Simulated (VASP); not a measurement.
# NaI (Imm2) in VASP: notebook

Runs on NaI. Level: PBE. Tasks: single point.

Program: VASP 6.6.1. These are calculated values, not measurements. Logs are shortened: lines on timing, memory, paths and dates and some standing lists are left out, and cuts for length are marked.

### 1 The cell of the first run

Symmetry: Imm2, No. 44, orthorhombic system. Conventional cell: a = 4.577 Å, b = 6.473 Å, c = 4.577 Å, α = 90.00°, β = 90.00°, γ = 90.00°. Within 3.9 Å of Na (site symmetry mm2) lie 6 I at 2.95 to 3.55 Å. Within 3.9 Å of I (site symmetry mm2) lie 6 Na at 2.95 to 3.55 Å.

### 2 Single point, PBE (atom 1 (Na) moved by (-0.300, -0.300) A along x and y)

Contents of INCAR:

```
PREC = Accurate
ENCUT = 500
EDIFF = 1E-6
ISMEAR = 0
SIGMA = 0.05
LREAL = False
LASPH = True
NELM = 120
ALGO = Normal
ISIF = 2
LWAVE = False
LCHARG = False
GGA = PE
NBANDS = 14
GGA_COMPAT = False
```

Contents of KPOINTS:

```
regular mesh
0
Gamma
  6 6 6
```

Contents of POSCAR:

```
NaI
1.0
    0.0000000000      3.2364000000      3.2364000000
    3.2364000000      0.0000000000      3.2364000000
    3.2364000000      3.2364000000      0.0000000000
Na I
1 1
Direct
    0.0000000000      0.0000000000     -0.0926955877
    0.5000000000      0.5000000000      0.5000000000
```

Potentials or basis: VASP PAW PBE potentials, release 64 (Na_pv, I).

The run is started by

```sh
> cat potpaw_PBE.64/Na_pv/POTCAR potpaw_PBE.64/I/POTCAR > POTCAR
> mpirun -np 1 vasp_std > vasp.out
```

OUTCAR:

```text
PREC = Accurate
   ENCUT = 500
   EDIFF = 1E-6
   ISMEAR = 0
   LREAL = False
   LASPH = True
   NELM = 120
   ISIF = 2
   GGA = PE

 ion  position               nearest neighbor table
   1  0.000  0.000  0.907-   2 2.95   2 2.95
   2  0.500  0.500  0.500-   1 2.95   1 2.95

  LATTYP: Found a face centered cubic cell.
 ALAT       =     6.4728000000

  Lattice vectors:

 A1 = (   0.0000000000,   3.2364000000,   3.2364000000)
 A2 = (   3.2364000000,   0.0000000000,   3.2364000000)
 A3 = (   3.2364000000,   3.2364000000,   0.0000000000)

Analysis of symmetry for initial positions (statically):
=====================================================================
 Subroutine PRICEL returns:
 Original cell was already a primitive cell.

 Routine SETGRP: Setting up the symmetry group for a
 face centered cubic supercell.

 Subroutine GETGRP returns: Found  4 space group operations
 (whereof  4 operations were pure point group operations)
 out of a pool of 48 trial point group operations.

The static configuration has the point symmetry C_2v.

Analysis of symmetry for dynamics (positions and initial velocities):
=====================================================================
 Subroutine PRICEL returns:
 Original cell was already a primitive cell.

 Routine SETGRP: Setting up the symmetry group for a
 face centered cubic supercell.

 Subroutine GETGRP returns: Found  4 space group operations
 (whereof  4 operations were pure point group operations)
 out of a pool of 48 trial point group operations.

The dynamic configuration has the point symmetry C_2v.

 Subroutine INISYM returns: Found  4 space group operations
 (whereof  4 operations are pure point group operations),
 and found     1 'primitive' translations

----------------------------------------------------------------------------------------

                                     Primitive cell

  volume of cell :      67.7980

  direct lattice vectors                    reciprocal lattice vectors
     0.000000000  3.236400000  3.236400000    -0.154492646  0.154492646  0.154492646
     3.236400000  0.000000000  3.236400000     0.154492646 -0.154492646  0.154492646
     3.236400000  3.236400000  0.000000000     0.154492646  0.154492646 -0.154492646

  length of vectors
     4.576960773  4.576960773  4.576960773     0.267589113  0.267589113  0.267589113

  position of ions in fractional coordinates (direct lattice)
     0.000000000  0.000000000  0.907304412
     0.500000000  0.500000000  0.500000000

  ion indices of the primitive-cell ions
   primitive index   ion index
                 1           1
                 2           2

----------------------------------------------------------------------------------------

 KPOINTS: regular mesh

Automatic generation of k-mesh.
 Grid dimensions read from file:
 generate k-points for:    6    6    6

 Generating k-lattice:

  Cartesian coordinates                     Fractional coordinates (reciprocal lattice)
    -0.025748774  0.025748774  0.025748774     0.166666667  0.000000000  0.000000000
     0.025748774 -0.025748774  0.025748774     0.000000000  0.166666667  0.000000000
     0.025748774  0.025748774 -0.025748774     0.000000000  0.000000000  0.166666667

  Length of vectors
     0.044598185  0.044598185  0.044598185

  Shift w.r.t. Gamma in fractional coordinates (k-lattice)
     0.000000000  0.000000000  0.000000000

 Subroutine IBZKPT returns following result:
 ===========================================

 Found     46 irreducible k-points:

 Following reciprocal coordinates:
            Coordinates               Weight
  0.000000  0.000000  0.000000      1.000000
  0.166667  0.000000  0.000000      4.000000
  0.000000  0.000000  0.166667      4.000000
  0.333333  0.000000  0.000000      4.000000
  0.000000  0.000000  0.333333      4.000000
  0.500000  0.000000  0.000000      2.000000
[... 16 lines left out ...]
  0.000000 -0.166667  0.166667      8.000000
  0.166667  0.166667  0.333333      2.000000
 [... further k-points ...]
   k-points           NKPTS =     46   k-points in BZ     NKDIM =     46   number of bands    NBANDS=     14
   number of dos      NEDOS =    301   number of ions     NIONS =      2
   total plane-waves  NPLWV =  46656
   dimension x,y,z NGX =    36 NGY =   36 NGZ =   36
   dimension x,y,z NGXF=    72 NGYF=   72 NGZF=   72
   ions per type =               1   1
   NGX,Y,Z   is equivalent  to a cutoff of  13.08, 13.08, 13.08 a.u.
   NGXF,Y,Z  is equivalent  to a cutoff of  26.15, 26.15, 26.15 a.u.
 SYSTEM =  unknown system
   PREC   = accura    normal or accurate (medium, high low for compatibility)
   ISTART =      0    job   : 0-new  1-cont  2-samecut
   ICHARG =      2    charge: 1-file 2-atom 10-const
   ISPIN  =      1    spin polarized calculation?
   LNONCOLLINEAR =      F non collinear calculations
   LSORBIT =      F    spin-orbit coupling
   LASPH  =      T    aspherical Exc in radial PAW
   ENCUT  =  500.0 eV  36.75 Ry    6.06 a.u.   8.34  8.34  8.34*2*pi/ulx,y,z
   NELM   =    120;   NELMIN=  2; NELMDL= -5     # of ELM steps
   EDIFF  = 0.1E-05   stopping-criterion for ELM
   LREAL  =      F    real-space projection
   EDIFFG = 0.1E-04   stopping-criterion for IOM
   NSW    =      0    number of steps for IOM
   IBRION =     -1    ionic relax: 0-MD 1-quasi-New 2-CG
   NFREE  =      0    steps in history (QN), initial steepest desc. (CG)
   ISIF   =      2    stress and relaxation
   ISYM   =      2    0-nonsym 1-usesym 2-fastsym
   POTIM  = 0.5000    time-step for ionic-motion
   TEBEG  =    0.0;   TEEND  =   0.0 temperature during run
   PSTRESS=    0.0 pullay stress
   NELECT =      14.0000    total number of electrons
   NUPDOWN=      -1.0000    fix difference up-down
   EMIN   =  10.00;   EMAX   =-10.00  energy-range for DOS
   EFERMI =   0.00;   METHOD = LEGACY
   ISMEAR =     0;   SIGMA  =   0.05  broadening in eV -4-tet -1-fermi 0-gaus
   EFERMI_NEDOS =   21; number of points for ismear=-14 and -15
   IALGO  =     38    algorithm
   IMIX   =      4    mixing-type and parameters
     AMIX     =   0.40;   BMIX     =  1.00
     AMIX_MAG =   1.60;   BMIX_MAG =  1.00
  volume/ion in A,a.u.               =      33.90       228.76
  Fermi-wavevector in a.u.,A,eV,Ry     =   0.967636  1.828567 12.739397  0.936319
  Thomas-Fermi vector in A             =   2.097538
   LORBIT       =      0    0 simple, 1 ext, 2 COOP (PROOUT), +10 PAW based schemes
   GGA     = PE    functional components
   LHFCALC =     F    Hartree Fock is set to
   AEXX    =    0.0000 exact exchange contribution
   IVDW    =     0    specifies the selected vdW correction
   LEPSILON=     F    determine dielectric tensor
   LRPA    =     F    only Hartree local field effects (RPA)
 non-spin polarized calculation
 Gauss-broadening in eV      SIGMA  =   0.05
  energy-cutoff  :      500.00
  volume of cell :       67.80
 maximum number of plane-waves:      1759
 NGX is ok and might be reduce to    36
   NGX = 17   NGY = 17   NGZ = 17

 number of electron      13.9999998 magnetization

 Free energy of the ion-electron system (eV)
  ---------------------------------------------------
  ext. energy  EPLUGINS =         0.00000000
  ---------------------------------------------------
  free energy    TOTEN  =        -5.29729060 eV

  energy without entropy =       -5.29729060  energy(sigma->0) =       -5.29729060

 E-fermi :   1.0832     XC(G=0):  -7.6804

 val. band max:        0.7966153088   @ k =   0.0000   0.0000   0.0000
 cond. band min:       4.4675608223   @ k =   0.0000   0.0000   0.0000
 fundamental gap:      3.6709455135
 Fermi energy:         1.0831926419

 k-point     1 :       0.0000    0.0000    0.0000
  band No.  band energies     occupation
      1     -21.5960      2.00000
      2     -21.5898      2.00000
      3     -21.5891      2.00000
      4     -10.2306      2.00000
      5       0.7298      2.00000
      6       0.7960      2.00000
      7       0.7966      2.00000
      8       4.4676      0.00000
      9       8.7152      0.00000
     10       8.7353      0.00000
     11       8.8036      0.00000
     12      10.6281      0.00000
     13      10.7074      0.00000
     14      11.1516      0.00000

 k-point     2 :       0.1667    0.0000    0.0000
  band No.  band energies     occupation
      1     -21.5961      2.00000
      2     -21.5912      2.00000
      3     -21.5893      2.00000
      4     -10.1567      2.00000
      5       0.0343      2.00000
      6       0.7031      2.00000
      7       0.7267      2.00000
      8       5.2647      0.00000
      9       8.2097      0.00000
     10       8.9388      0.00000
     11       9.0107      0.00000
     12      10.0637      0.00000
     13      10.2250      0.00000
     14      11.5390      0.00000

 k-point     3 :       0.0000    0.0000    0.1667
  band No.  band energies     occupation
      1     -21.5970      2.00000
      2     -21.5899      2.00000
      3     -21.5895      2.00000
      4     -10.1577      2.00000
      5       0.0737      2.00000
      6       0.6573      2.00000
      7       0.7246      2.00000
      8       5.2754      0.00000
      9       8.2523      0.00000
     10       8.9138      0.00000
     11       8.9359      0.00000
     12      10.1364      0.00000
     13      10.1403      0.00000
     14      11.6559      0.00000

 k-point     4 :       0.3333    0.0000    0.0000
  band No.  band energies     occupation
      1     -21.5963      2.00000
      2     -21.5943      2.00000
      3     -21.5896      2.00000
      4     -10.0002      2.00000
      5      -0.9786      2.00000
      6       0.5669      2.00000
      7       0.5957      2.00000
      8       5.9071      0.00000
      9       8.4723      0.00000
     10       8.5520      0.00000
     11       8.8977      0.00000
     12      10.7989      0.00000
     13      11.0495      0.00000
     14      11.2763      0.00000

 k-point     5 :       0.0000    0.0000    0.3333
  band No.  band energies     occupation
      1     -21.5992      2.00000
      2     -21.5902      2.00000
      3     -21.5901      2.00000
      4     -10.0033      2.00000
      5      -0.9436      2.00000
      6       0.5216      2.00000
      7       0.5899      2.00000
      8       5.9368      0.00000
      9       8.4774      0.00000
     10       8.5458      0.00000
     11       8.7936      0.00000
[... 276 lines left out ...]
 k-point    22 :      -0.1667    0.1667    0.0000
  band No.  band energies     occupation
      1     -21.5960      2.00000
      2     -21.5932      2.00000
      3     -21.5900      2.00000
      4     -10.0552      2.00000
      5      -0.5037      2.00000
      6       0.3275      2.00000
      7       0.6922      2.00000
      8       6.1536      0.00000
      9       7.8861      0.00000
     10       8.3698      0.00000
     11       9.3200      0.00000
     12       9.5343      0.00000
     13      11.3747      0.00000
     14      12.7667      0.00000

 k-point    23 :       0.0000   -0.1667    0.1667
  band No.  band energies     occupation
      1     -21.5973      2.00000
      2     -21.5917      2.00000
      3     -21.5897      2.00000
      4     -10.0572      2.00000
      5      -0.4680      2.00000
      6       0.3021      2.00000
      7       0.6723      2.00000
      8       6.1868      0.00000
      9       7.8965      0.00000
     10       8.4319      0.00000
     11       9.1585      0.00000
     12       9.4669      0.00000
     13      11.4800      0.00000
     14      12.6948      0.00000

 k-point    24 :       0.1667    0.1667    0.3333
  band No.  band energies     occupation
      1     -21.5986      2.00000
      2     -21.5900      2.00000
      3     -21.5899      2.00000
      4     -10.0582      2.00000
      5      -0.4493      2.00000
      6       0.3269      2.00000
      7       0.6178      2.00000
      8       6.1801      0.00000
      9       7.9531      0.00000
     10       8.4200      0.00000
     11       9.1386      0.00000
     12       9.4398      0.00000
     13      11.5149      0.00000
     14      12.7739      0.00000

 [... further k-points ...]

------------------------ aborting loop because EDIFF is reached ----------------------------------------

  FORCE on cell =-STRESS in cart. coord.  units (eV):
  Direction    XX          YY          ZZ          XY          YZ          ZX
  --------------------------------------------------------------------------------------
  -------------------------------------------------------------------------------------
  Total        0.8241528      0.8241528      0.1057079     -0.1823955      0.0000000      0.0000000
  in kB       19.4760883     19.4760883      2.4980511     -4.3103066      0.0000000      0.0000000
  external PRESSURE =      13.8167426 kB  Pullay stress =       0.0000000 kB

 VOLUME and BASIS-vectors are now :
 -----------------------------------------------------------------------------
  energy-cutoff  :      500.00
  volume of cell :       67.80
      direct lattice vectors                 reciprocal lattice vectors
     0.000000000  3.236400000  3.236400000    -0.154492646  0.154492646  0.154492646
     3.236400000  0.000000000  3.236400000     0.154492646 -0.154492646  0.154492646
     3.236400000  3.236400000  0.000000000     0.154492646  0.154492646 -0.154492646

 POSITION                                       TOTAL-FORCE (eV/Angst)
 -----------------------------------------------------------------------------------
      2.93640      2.93640      0.00000         0.314569      0.314569     -0.000000
      3.23640      3.23640      3.23640        -0.314569     -0.314569      0.000000
 -----------------------------------------------------------------------------------
    total drift:                                0.000169      0.000169      0.000001

  FREE ENERGIE OF THE ION-ELECTRON SYSTEM (eV)
  ---------------------------------------------------
  free  energy   TOTEN  =        -5.2972905972 eV

  energy  without entropy=       -5.2972905972  energy(sigma->0) =       -5.29729060
```

Run time: 51 s. Hardware: 1 thread of AMD EPYC 7R13, shared host; peak memory 0.22 GiB.

What came out:

```yaml
Free_energy: -5.2973 eV
Pressure: 1.4 GPa
Largest_force: 0.445 eV/Å
Band_gap_on_the_k_mesh: 3.67 eV
```

Forces on the atoms (eV/Å):
```
Na   0.315  0.315  0.000
I   -0.315 -0.315  0.000
```

Levels at points of the mesh, in eV from the valence-band top:
```
           k point  band 3  band 4  band 5  band 6  band 7  band 8  band 9  band 10  band 11  band 12
(0.00, 0.00, 0.00)  -22.39  -11.03   -0.07    0.00    0.00    3.67    7.92     7.94     8.01     9.83
(0.50, 0.00, 0.00)  -22.39  -10.71   -2.19   -0.29   -0.26    5.10    7.50     7.52     8.70    10.27
(0.00, 0.00, 0.50)  -22.39  -10.72   -2.15   -0.34   -0.27    5.13    7.46     7.50     8.67    10.35
(0.50, 0.50, 0.00)  -22.39  -10.64   -1.89   -0.79   -0.73    4.54    5.56     9.89    11.21    11.54
(0.00, 0.50, 0.50)  -22.39  -10.64   -1.91   -0.76   -0.74    4.54    5.56     9.85    11.35    11.36
```

Caveat: the cell differs from its parent crystal (atom 1 (Na) moved by (-0.300, -0.300) A along x and y); spin-orbit coupling is left out, which moves the levels of the heavy elements.

(Part 1 of 2 ends here.)
